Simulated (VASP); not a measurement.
# BN (R3m) in VASP: notebook

The runs below take BN through single point, with LDA.

Program: VASP 6.6.1. These are calculated values, not measurements. Logs are shortened: lines on timing, memory, paths and dates and some standing lists are left out, and cuts for length are marked.

### 1 The cell of the first run

The structure is trigonal, space group R3m (No. 160). The conventional cell has a = 2.502 Å, b = 2.502 Å, c = 9.309 Å, α = 90.00°, β = 90.00°, γ = 120.00°. Within 1.9 Å of B (site symmetry 3m) lie 3 N at 1.44 Å. N (site symmetry 3m) has 3 B at 1.44 Å within 1.9 Å.

### 2 Single point, LDA (strain +0.000 along x and y, -0.080 along z)

Input file INCAR:

```
PREC = Accurate
ENCUT = 600
EDIFF = 1E-6
ISMEAR = 0
SIGMA = 0.05
LREAL = F
LASPH = T
NELM = 120
ALGO = Normal
ISIF = 2
LWAVE = F
LCHARG = F
NBANDS = 11
GGA_COMPAT = F
```

Input file KPOINTS:

```
regular mesh
0
Gamma
  12 12 12
```

Input file POSCAR:

```
BN
1.0
    1.2511217832      0.7223354983      3.1030996510
   -1.2511217832      0.7223354983      3.1030996510
    0.0000000000     -1.4446709967      3.1030996510
B N
1 1
Direct
    0.9996712000      0.9996712000      0.9996712000
    0.3327618000      0.3327618000      0.3327618000
```

Potentials or basis: VASP PAW LDA potentials, release 64 (B, N).

Launch:

```bash
$ cat potpaw_LDA.64/B/POTCAR potpaw_LDA.64/N/POTCAR > POTCAR
$ mpirun -np 1 vasp_std > vasp.out
```

OUTCAR:

```text
PREC = Accurate
   ENCUT = 600
   EDIFF = 1E-6
   ISMEAR = 0
   LREAL = F
   LASPH = T
   NELM = 120
   ISIF = 2

 ion  position               nearest neighbor table
   1  1.000  1.000  1.000-   2 1.44   2 1.44   2 1.44
   2  0.333  0.333  0.333-   1 1.44   1 1.44   1 1.44

  LATTYP: Found a trigonal (rhomboedric) cell.
 ALAT       =     3.4229083734
 COS(alpha) =     0.7327986677

  Lattice vectors:

 A1 = (   1.2511217832,   0.7223354983,   3.1030996510)
 A2 = (  -1.2511217832,   0.7223354983,   3.1030996510)
 A3 = (   0.0000000000,  -1.4446709967,   3.1030996510)

Analysis of symmetry for initial positions (statically):
=====================================================================
 Subroutine PRICEL returns:
 Original cell was already a primitive cell.

 Routine SETGRP: Setting up the symmetry group for a
 trigonal (rhombohedral) supercell.

 Subroutine GETGRP returns: Found  6 space group operations
 (whereof  6 operations were pure point group operations)
 out of a pool of 12 trial point group operations.

The static configuration has the point symmetry C_3v.

Analysis of symmetry for dynamics (positions and initial velocities):
=====================================================================
 Subroutine PRICEL returns:
 Original cell was already a primitive cell.

 Routine SETGRP: Setting up the symmetry group for a
 trigonal (rhombohedral) supercell.

 Subroutine GETGRP returns: Found  6 space group operations
 (whereof  6 operations were pure point group operations)
 out of a pool of 12 trial point group operations.

The dynamic configuration has the point symmetry C_3v.

 Subroutine INISYM returns: Found  6 space group operations
 (whereof  6 operations are pure point group operations),
 and found     1 'primitive' translations

----------------------------------------------------------------------------------------

                                     Primitive cell

  volume of cell :      16.8262

  direct lattice vectors                    reciprocal lattice vectors
     1.251121783  0.722335498  3.103099651     0.399641351  0.230733042  0.107419474
    -1.251121783  0.722335498  3.103099651    -0.399641351  0.230733042  0.107419474
     0.000000000 -1.444670997  3.103099651     0.000000000 -0.461466083  0.107419474

  length of vectors
     3.422908373  3.422908373  3.422908373     0.473803640  0.473803640  0.473803640

  position of ions in fractional coordinates (direct lattice)
     0.999671200  0.999671200  0.999671200
     0.332761800  0.332761800  0.332761800

  ion indices of the primitive-cell ions
   primitive index   ion index
                 1           1
                 2           2

----------------------------------------------------------------------------------------

 KPOINTS: regular mesh

Automatic generation of k-mesh.
 Grid dimensions read from file:
 generate k-points for:   12   12   12

 Generating k-lattice:

  Cartesian coordinates                     Fractional coordinates (reciprocal lattice)
     0.033303446  0.019227753  0.008951623     0.083333333 -0.000000000  0.000000000
    -0.033303446  0.019227753  0.008951623    -0.000000000  0.083333333  0.000000000
     0.000000000 -0.038455507  0.008951623     0.000000000  0.000000000  0.083333333

  Length of vectors
     0.039483637  0.039483637  0.039483637

  Shift w.r.t. Gamma in fractional coordinates (k-lattice)
     0.000000000  0.000000000  0.000000000

 Subroutine IBZKPT returns following result:
 ===========================================

 Found    189 irreducible k-points:

 Following reciprocal coordinates:
            Coordinates               Weight
  0.000000  0.000000  0.000000      1.000000
  0.083333  0.000000 -0.000000      6.000000
  0.166667 -0.000000  0.000000      6.000000
  0.250000 -0.000000  0.000000      6.000000
  0.333333  0.000000 -0.000000      6.000000
  0.416667 -0.000000 -0.000000      6.000000
[... 16 lines left out ...]
  0.500000  0.166667 -0.000000     12.000000
 -0.416667  0.166667  0.000000     12.000000
 [... further k-points ...]
   k-points           NKPTS =    189   k-points in BZ     NKDIM =    189   number of bands    NBANDS=     11
   number of dos      NEDOS =    301   number of ions     NIONS =      2
   total plane-waves  NPLWV =  21952
   dimension x,y,z NGX =    28 NGY =   28 NGZ =   28
   dimension x,y,z NGXF=    56 NGYF=   56 NGZF=   56
   ions per type =               1   1
   NGX,Y,Z   is equivalent  to a cutoff of  13.60, 13.60, 13.60 a.u.
   NGXF,Y,Z  is equivalent  to a cutoff of  27.20, 27.20, 27.20 a.u.
 SYSTEM =  unknown system
   PREC   = accura    normal or accurate (medium, high low for compatibility)
   ISTART =      0    job   : 0-new  1-cont  2-samecut
   ICHARG =      2    charge: 1-file 2-atom 10-const
   ISPIN  =      1    spin polarized calculation?
   LNONCOLLINEAR =      F non collinear calculations
   LSORBIT =      F    spin-orbit coupling
   LASPH  =      T    aspherical Exc in radial PAW
   ENCUT  =  600.0 eV  44.10 Ry    6.64 a.u.   6.84  6.84  6.84*2*pi/ulx,y,z
   NELM   =    120;   NELMIN=  2; NELMDL= -5     # of ELM steps
   EDIFF  = 0.1E-05   stopping-criterion for ELM
   LREAL  =      F    real-space projection
   EDIFFG = 0.1E-04   stopping-criterion for IOM
   NSW    =      0    number of steps for IOM
   IBRION =     -1    ionic relax: 0-MD 1-quasi-New 2-CG
   NFREE  =      0    steps in history (QN), initial steepest desc. (CG)
   ISIF   =      2    stress and relaxation
   ISYM   =      2    0-nonsym 1-usesym 2-fastsym
   POTIM  = 0.5000    time-step for ionic-motion
   TEBEG  =    0.0;   TEEND  =   0.0 temperature during run
   PSTRESS=    0.0 pullay stress
   NELECT =       8.0000    total number of electrons
   NUPDOWN=      -1.0000    fix difference up-down
   EMIN   =  10.00;   EMAX   =-10.00  energy-range for DOS
   EFERMI =   0.00;   METHOD = LEGACY
   ISMEAR =     0;   SIGMA  =   0.05  broadening in eV -4-tet -1-fermi 0-gaus
   EFERMI_NEDOS =   21; number of points for ismear=-14 and -15
   IALGO  =     38    algorithm
   IMIX   =      4    mixing-type and parameters
     AMIX     =   0.40;   BMIX     =  1.00
     AMIX_MAG =   1.60;   BMIX_MAG =  1.00
  volume/ion in A,a.u.               =       8.41        56.77
  Fermi-wavevector in a.u.,A,eV,Ry     =   1.277741  2.414581 22.213188  1.632623
  Thomas-Fermi vector in A             =   2.410324
   LORBIT       =      0    0 simple, 1 ext, 2 COOP (PROOUT), +10 PAW based schemes
   GGA     = CA    functional components
   LHFCALC =     F    Hartree Fock is set to
   AEXX    =    0.0000 exact exchange contribution
   IVDW    =     0    specifies the selected vdW correction
   LEPSILON=     F    determine dielectric tensor
   LRPA    =     F    only Hartree local field effects (RPA)
 non-spin polarized calculation
 Gauss-broadening in eV      SIGMA  =   0.05
  energy-cutoff  :      600.00
  volume of cell :       16.83
 maximum number of plane-waves:       573
   NGX = 13   NGY = 13   NGZ = 13

 number of electron       8.0000000 magnetization

 Free energy of the ion-electron system (eV)
  ---------------------------------------------------
  ext. energy  EPLUGINS =         0.00000000
  ---------------------------------------------------
  free energy    TOTEN  =       -19.28858567 eV

  energy without entropy =      -19.28858567  energy(sigma->0) =      -19.28858567

 E-fermi :   2.9798     XC(G=0): -10.9527

 val. band max:        2.7625857340   @ k =  -0.3333   0.2500   0.0000
 cond. band min:       6.6103876360   @ k =   0.5000   0.5000   0.0000
 fundamental gap:      3.8478019020
 Fermi energy:         2.9798064213

 k-point     1 :       0.0000    0.0000    0.0000
  band No.  band energies     occupation
      1     -14.9693      2.00000
      2      -0.9555      2.00000
      3       1.4351      2.00000
      4       1.4351      2.00000
      5       8.1877      0.00000
      6      14.3081      0.00000
      7      14.3081      0.00000
      8      15.8037      0.00000
      9      17.9784      0.00000
     10      28.5649      0.00000
     11      31.3615      0.00000

 k-point     2 :       0.0833    0.0000   -0.0000
  band No.  band energies     occupation
      1     -14.8282      2.00000
      2      -0.8238      2.00000
      3       0.8748      2.00000
      4       1.1792      2.00000
      5       8.4793      0.00000
      6      14.2372      0.00000
      7      14.8970      0.00000
      8      15.3331      0.00000
      9      18.3949      0.00000
     10      28.6127      0.00000
     11      29.2445      0.00000

 k-point     3 :       0.1667   -0.0000    0.0000
  band No.  band energies     occupation
      1     -14.4123      2.00000
      2      -0.5893      2.00000
      3      -0.3778      2.00000
      4       0.5564      2.00000
      5       9.2289      0.00000
      6      13.9071      0.00000
      7      14.3079      0.00000
      8      16.4976      0.00000
      9      19.3729      0.00000
     10      25.9267      0.00000
     11      27.7004      0.00000

 k-point     4 :       0.2500   -0.0000    0.0000
  band No.  band energies     occupation
      1     -13.7491      2.00000
      2      -2.3418      2.00000
      3      -0.1658      2.00000
      4       0.2169      2.00000
      5      10.1605      0.00000
      6      12.4151      0.00000
      7      14.2165      0.00000
      8      18.7622      0.00000
      9      20.2886      0.00000
     10      23.8868      0.00000
     11      26.0511      0.00000
[... 239 lines left out ...]
 k-point    22 :       0.4167    0.1667   -0.0000
  band No.  band energies     occupation
      1     -12.4987      2.00000
      2      -4.1539      2.00000
      3      -1.9795      2.00000
      4       0.9213      2.00000
      5       9.5481      0.00000
      6      13.6663      0.00000
      7      15.7112      0.00000
      8      18.3616      0.00000
      9      20.1903      0.00000
     10      23.3687      0.00000
     11      26.6410      0.00000

 k-point    23 :       0.5000    0.1667   -0.0000
  band No.  band energies     occupation
      1     -11.7257      2.00000
      2      -5.3991      2.00000
      3      -2.4789      2.00000
      4       1.8310      2.00000
      5       8.4438      0.00000
      6      14.2954      0.00000
      7      16.1340      0.00000
      8      17.9438      0.00000
      9      20.6433      0.00000
     10      23.3463      0.00000
     11      26.6953      0.00000

 k-point    24 :      -0.4167    0.1667    0.0000
  band No.  band energies     occupation
      1     -11.3943      2.00000
      2      -5.9110      2.00000
      3      -2.6475      2.00000
      4       2.4824      2.00000
      5       7.8509      0.00000
      6      14.1903      0.00000
      7      16.3499      0.00000
      8      17.1937      0.00000
      9      21.1360      0.00000
     10      23.9145      0.00000
     11      26.5176      0.00000

 [... further k-points ...]
[... 5 lines left out ...]
  --------------------------------------------------------------------------------------
  -------------------------------------------------------------------------------------
  Total       -0.6036413     -0.6036413      0.1268584      0.0000000     -0.0000000      0.0000000
  in kB      -57.4783158    -57.4783158     12.0793657      0.0000000     -0.0000000      0.0000000
  external PRESSURE =     -34.2924219 kB  Pullay stress =       0.0000000 kB

 VOLUME and BASIS-vectors are now :
 -----------------------------------------------------------------------------
  energy-cutoff  :      600.00
  volume of cell :       16.83
      direct lattice vectors                 reciprocal lattice vectors
     1.251121783  0.722335498  3.103099651     0.399641351  0.230733042  0.107419474
    -1.251121783  0.722335498  3.103099651    -0.399641351  0.230733042  0.107419474
     0.000000000 -1.444670997  3.103099651     0.000000000 -0.461466083  0.107419474

 POSITION                                       TOTAL-FORCE (eV/Angst)
 -----------------------------------------------------------------------------------
      0.00000     -0.00000      9.30624         0.000000     -0.000000      0.045551
      0.00000     -0.00000      3.09778         0.000000      0.000000     -0.045551
 -----------------------------------------------------------------------------------
    total drift:                               -0.000000      0.000000      0.000055

  FREE ENERGIE OF THE ION-ELECTRON SYSTEM (eV)
  ---------------------------------------------------
  free  energy   TOTEN  =       -19.2885856742 eV

  energy  without entropy=      -19.2885856742  energy(sigma->0) =      -19.28858567
```

Run time: 68 s. Hardware: 1 thread of Intel Xeon Platinum 8375C at 2.90GHz (Ice Lake), shared host; peak memory 0.16 GiB.

Results:

| Item | Value |
| --- | --- |
| Free energy | -19.2886 eV |
| Pressure | -3.4 GPa |
| Largest force | 0.046 eV/Å |
| Band gap on the k mesh | 3.85 eV, indirect (least direct gap 4.58 eV) |

Forces on the atoms (eV/Å):
```
B    0.000  0.000  0.046
N    0.000  0.000 -0.046
```

Stress tensor (GPa, compression positive):
```
-5.75  0.00  0.00
 0.00 -5.75  0.00
 0.00  0.00  1.21
```

Caveat: the cell differs from its parent crystal (strain +0.000 along x and y, -0.080 along z). A k mesh can miss the band edges.

[end of part 1 of 2]
